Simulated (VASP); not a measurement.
# NaCl (Pm-3m) in VASP: a series of runs

Runs on NaCl. Level: PBE. Tasks: vibrations by perturbation theory.

Program: VASP 6.6.1. These are calculated values, not measurements. Logs are shortened: lines on timing, memory, paths and dates and some standing lists are left out, and cuts for length are marked.

## (1) The cell of the first run

Symmetry: Pm-3m, No. 221, cubic system. The conventional cell has a = 3.448 Å, b = 3.448 Å, c = 3.448 Å, α = 90.00°, β = 90.00°, γ = 90.00°. Within 3.9 Å of Na (site symmetry m-3m) lie 8 Cl at 2.99 Å and 6 Na at 3.45 Å. Within 3.9 Å of Cl (site symmetry m-3m) lie 8 Na at 2.99 Å and 6 Cl at 3.45 Å.

## (2) Vibrations by perturbation theory, PBE

Input file INCAR:

```
ALGO     = Normal         # electronic algorithm
EDIFF    = 1E-8           # SCF threshold, eV
ENCUT    = 520            # plane-wave cutoff, eV
GGA      = PE             # functional
IBRION   = 8              # ionic algorithm
ISIF     = 2              # what is computed and relaxed
ISMEAR   = 0              # smearing method
LASPH    = True           # aspherical terms in the spheres
LCHARG   = True           # write CHGCAR
LEPSILON = True           # dielectric tensor by DFPT
LREAL    = False          # projectors in reciprocal space
LWAVE    = False          # write WAVECAR
NELM     = 80             # most SCF steps
NSW      = 1              # ionic steps
PREC     = Accurate       # precision mode
SIGMA    = 0.01           # smearing width, eV
```

Input file KPOINTS:

```
k-points
0
Gamma
  8 8 8
```

Input file POSCAR:

```
NaCl
1.0
    3.4477000000      0.0000000000      0.0000000000
    0.0000000000      3.4477000000      0.0000000000
    0.0000000000      0.0000000000      3.4477000000
Na Cl
1 1
Direct
    0.0000000000      0.0000000000      0.0000000000
    0.5000000000      0.5000000000      0.5000000000
```

Potentials or basis: VASP PAW PBE potentials, release 64 (Na_pv, Cl).

Command:

```
> cat potpaw_PBE.64/Na_pv/POTCAR potpaw_PBE.64/Cl/POTCAR > POTCAR
> mpirun -np 1 vasp_std > vasp.out
```

OUTCAR:

```text
EDIFF = 1E-8
   ENCUT = 520
   GGA = PE
   IBRION = 8
   ISIF = 2
   ISMEAR = 0
   LASPH = True
   LEPSILON = True
   LREAL = False
   NELM = 80
   NSW = 1
   PREC = Accurate

 ion  position               nearest neighbor table
   1  0.000  0.000  0.000-
   2  0.500  0.500  0.500-

  LATTYP: Found a simple cubic cell.
 ALAT       =     3.4477000000

  Lattice vectors:

 A1 = (   3.4477000000,   0.0000000000,   0.0000000000)
 A2 = (   0.0000000000,   3.4477000000,   0.0000000000)
 A3 = (   0.0000000000,   0.0000000000,   3.4477000000)

Analysis of symmetry for initial positions (statically):
=====================================================================
 Subroutine PRICEL returns:
 Original cell was already a primitive cell.

 Routine SETGRP: Setting up the symmetry group for a
 simple cubic supercell.

 Subroutine GETGRP returns: Found 48 space group operations
 (whereof 48 operations were pure point group operations)
 out of a pool of 48 trial point group operations.

The static configuration has the point symmetry O_h .

Analysis of symmetry for dynamics (positions and initial velocities):
=====================================================================
 Subroutine PRICEL returns:
 Original cell was already a primitive cell.

 Routine SETGRP: Setting up the symmetry group for a
 simple cubic supercell.

 Subroutine GETGRP returns: Found 48 space group operations
 (whereof 48 operations were pure point group operations)
 out of a pool of 48 trial point group operations.

The dynamic configuration has the point symmetry O_h .

 Subroutine INISYM returns: Found 48 space group operations
 (whereof 48 operations are pure point group operations),
 and found     1 'primitive' translations

----------------------------------------------------------------------------------------

                                     Primitive cell

  volume of cell :      40.9816

  direct lattice vectors                    reciprocal lattice vectors
     3.447700000  0.000000000  0.000000000     0.290048438  0.000000000  0.000000000
     0.000000000  3.447700000  0.000000000     0.000000000  0.290048438  0.000000000
     0.000000000  0.000000000  3.447700000     0.000000000  0.000000000  0.290048438

  length of vectors
     3.447700000  3.447700000  3.447700000     0.290048438  0.290048438  0.290048438

  position of ions in fractional coordinates (direct lattice)
     0.000000000  0.000000000  0.000000000
     0.500000000  0.500000000  0.500000000

  ion indices of the primitive-cell ions
   primitive index   ion index
                 1           1
                 2           2

----------------------------------------------------------------------------------------

 KPOINTS: k-points

Automatic generation of k-mesh.
 Grid dimensions read from file:
 generate k-points for:    8    8    8

 Generating k-lattice:

  Cartesian coordinates                     Fractional coordinates (reciprocal lattice)
     0.036256055  0.000000000  0.000000000     0.125000000  0.000000000  0.000000000
     0.000000000  0.036256055  0.000000000     0.000000000  0.125000000  0.000000000
[... 485 lines left out ...]
  ---------------------------------------------------
  free energy    TOTEN  =        -0.22257245 eV

  energy without entropy =       -0.22257245

------------------------ aborting loop because EDIFF is reached ----------------------------------------

--------------------------------------- Ionic step        2  -------------------------------------------

------------------------ aborting loop because EDIFF is reached ----------------------------------------

--------------------------------------- Ionic step        3  -------------------------------------------

------------------------ aborting loop because EDIFF is reached ----------------------------------------

 PIEZOELECTRIC TENSOR FIELD DIRECTION 3  (e Angst)
 -----------------------------------------------------------------------------
    -0.00026  0.00000 -0.00000           ( -0.00000  0.00000 -0.00000)
     0.00000 -0.00026  0.00000           (  0.00000 -0.00000  0.00000)
    -0.00000  0.00000 -0.00003           ( -0.00000  0.00000  0.00000)

 PIEZOELECTRIC TENSOR FIELD DIRECTION 3  (C/m^2)
 -----------------------------------------------------------------------------
    -0.00010  0.00000 -0.00000
     0.00000 -0.00010  0.00000
    -0.00000  0.00000 -0.00001

--------------------------------------- Ionic step        4  -------------------------------------------

------------------------ aborting loop because EDIFF is reached ----------------------------------------

[... ionic steps 5 to 6 ...]

--------------------------------------- Ionic step        7  -------------------------------------------

 Free energy of the ion-electron system (eV)
  ---------------------------------------------------
  ---------------------------------------------------
  free energy    TOTEN  =        -0.19323562 eV

  energy without entropy =       -0.19323562

------------------------ aborting loop because EDIFF is reached ----------------------------------------

 INTERNAL STRAIN TENSOR  FOR ION    2  DIRECTION 1   (eV/Angst):
 -----------------------------------------------------------------------------
     0.00438  0.00000 -0.00000
     0.00000  0.00551 -0.00000
    -0.00000 -0.00000  0.00551

 MACROSCOPIC STATIC DIELECTRIC TENSOR (including local field effects in DFT)
 ------------------------------------------------------
           2.741050     0.000000     0.000000
           0.000000     2.741050     0.000000
          -0.000000     0.000000     2.741050
 ------------------------------------------------------

 PIEZOELECTRIC TENSOR (including local field effects)  for field in x, y, z        (e  Angst)
          XX          YY          ZZ          XY          YZ          ZX
  --------------------------------------------------------------------------------
  x     0.00000     0.00000     0.00000     0.00000     0.00000     0.00000
  y     0.00000     0.00000     0.00000     0.00000     0.00000     0.00000
  z     0.00000     0.00000     0.00000     0.00000     0.00000     0.00000

 PIEZOELECTRIC TENSOR (including local field effects)  for field in x, y, z        (C/m^2)
          XX          YY          ZZ          XY          YZ          ZX
  --------------------------------------------------------------------------------
  x     0.00000     0.00000     0.00000     0.00000     0.00000     0.00000
  y     0.00000     0.00000     0.00000     0.00000     0.00000     0.00000
  z     0.00000     0.00000     0.00000     0.00000     0.00000     0.00000

 BORN EFFECTIVE CHARGES (including local field effects) (in |e|, cummulative output)
 ---------------------------------------------------------------------------------
 ion    1
    1     1.17907    -0.00000     0.00000
    2    -0.00000     1.17907     0.00000
    3    -0.00000     0.00000     1.17907
 ion    2
    1    -1.17907     0.00000    -0.00000
    2     0.00000    -1.17907     0.00000
    3     0.00000    -0.00000    -1.17907

 INTERNAL STRAIN TENSOR FOR ION    2 for displacements in x,y,z  (eV/Angst):
          X           Y           Z          XY          YZ          ZX
  --------------------------------------------------------------------------------
  x     0.00000     0.00000     0.00000     0.00000     0.00000     0.00000
  y     0.00000     0.00000     0.00000     0.00000     0.00000     0.00000
  z     0.00000     0.00000     0.00000     0.00000     0.00000     0.00000

 SECOND DERIVATIVES (NOT SYMMETRIZED)
 ------------------------------------
               1X          1Y          1Z          2X          2Y          2Z
  1X    -0.565022   -0.000000    0.000000    0.565022    0.000000    0.000000
  1Y    -0.000000   -0.565022    0.000000    0.000000    0.565022   -0.000000
  1Z    -0.000000   -0.000000   -0.565022    0.000000    0.000000    0.565022
  2X     0.551956    0.000000    0.000000   -0.551956    0.000000    0.000000
  2Y     0.000000    0.551956    0.000000    0.000000   -0.551956    0.000000
  2Z     0.000000    0.000000    0.551956    0.000000    0.000000   -0.551956

 Eigenvectors and eigenvalues of the dynamical matrix
 ----------------------------------------------------

   1 f  =    3.132394 THz    19.681412 2PiTHz  104.485416 cm-1    12.954535 meV
             X         Y         Z           dx          dy          dz
      0.000000  0.000000  0.000000    -0.000000    0.782424    0.000000
      1.723850  1.723850  1.723850    -0.000000   -0.622746    0.000000
[... 21 lines left out ...]
   6 f/i=    0.017855 THz     0.112184 2PiTHz    0.595568 cm-1     0.073841 meV
             X         Y         Z           dx          dy          dz
      0.000000  0.000000  0.000000     0.000000    0.000000   -0.622746
      1.723850  1.723850  1.723850     0.000000    0.000000   -0.782424

--------------------------------------------------------------------------------------------------------

 MACROSCOPIC STATIC DIELECTRIC TENSOR IONIC CONTRIBUTION
 ------------------------------------------------------
          10.990322    -0.000000     0.000000
          -0.000000    10.990322     0.000000
           0.000000     0.000000    10.990322
 ------------------------------------------------------

 ELASTIC MODULI CONTR FROM IONIC RELAXATION (kBar)
 Direction    XX          YY          ZZ          XY          YZ          ZX
 --------------------------------------------------------------------------------
 XX           0.0000      0.0000      0.0000      0.0000      0.0000      0.0000
 YY           0.0000      0.0000      0.0000      0.0000      0.0000      0.0000
 ZZ           0.0000      0.0000      0.0000      0.0000      0.0000      0.0000
 XY           0.0000      0.0000      0.0000      0.0000      0.0000      0.0000
 YZ           0.0000      0.0000      0.0000      0.0000      0.0000      0.0000
 ZX           0.0000      0.0000      0.0000      0.0000      0.0000      0.0000
 --------------------------------------------------------------------------------

 PIEZOELECTRIC TENSOR IONIC CONTR  for field in x, y, z        (C/m^2)
          XX          YY          ZZ          XY          YZ          ZX
  --------------------------------------------------------------------------------
  x     0.00000     0.00000     0.00000     0.00000     0.00000     0.00000
  y     0.00000     0.00000     0.00000     0.00000     0.00000     0.00000
  z     0.00000     0.00000     0.00000     0.00000     0.00000     0.00000
```

Run time: 10 min. Hardware: 1 thread of AMD EPYC 7R13, shared host; peak memory 0.21 GiB.

What came out:

```yaml
Electronic_dielectric_tensor_diagonal: 2.74
Born_charges_mean_of_the_diagonal: Na +1.18; Cl -1.18 e
Highest_phonon_frequency_at_Γ_LO-TO_splitting_left_out: 104 cm⁻¹
```

Phonon frequencies in cm⁻¹ (negative: imaginary):
| q point | frequencies |
| --- | --- |
| (0.000, 0.000, 0.000) | -1 -1 -1 104 104 104 |

Electronic dielectric tensor:
```
2.74 0.00 0.00
0.00 2.74 0.00
0.00 0.00 2.74
```

Born effective charge tensors (e):
atom 1, Na
```
1.18 0.00 0.00
0.00 1.18 0.00
0.00 0.00 1.18
```
atom 2, Cl
```
-1.18  0.00  0.00
 0.00 -1.18  0.00
 0.00  0.00 -1.18
```

Caveat: the cell wasn't relaxed at this level first, which shifts response properties.

(Part 1 of 2 ends here.)
